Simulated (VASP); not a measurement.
A run of VASP 6.6.1 is set up as follows.

INCAR

```
PREC = Accurate ; ENCUT = 500
EDIFF = 1E-6 ; ISMEAR = 1
SIGMA = 0.044 ; LREAL = F
LASPH = T ; NELM = 120
ALGO = Normal ; ISIF = 2
LWAVE = F ; LCHARG = F
GGA = PE ; NBANDS = 11
GGA_COMPAT = F
```

Contents of KPOINTS:

```
regular mesh
0
Gamma
  6 6 4
```

The input POSCAR:

```
Ba
1.0
    4.3116136979      0.0000000000      0.0000000000
   -2.1558068490      3.7339669937      0.0000000000
    0.0000000000      0.0000000000      3.9134133000
Ba
1
Direct
    0.0000000000      0.0000000000      0.0000000000
```

Potentials or basis: VASP PAW PBE potentials, release 64 (Ba_sv).

Launch:

```sh
$ cat potpaw_PBE.64/Ba_sv/POTCAR > POTCAR
$ mpirun -np 1 vasp_std > vasp.out
```

**Question.** Estimate the band gap on the k mesh.

**Answer.** Zero (band 5 reaches 1.92 eV, above the bottom of band 6 at 1.56 eV).

**Question.** What does it give for the pressure?

**Answer.** 0.1 GPa.

Stress tensor (GPa, compression positive):
```
-0.21  0.00  0.00
 0.00 -0.21  0.00
 0.00  0.00  0.72
```

Caveat: the k points lie up to 0.40 Å⁻¹ apart; spin-orbit coupling is left out, which moves the levels of the heavy elements.
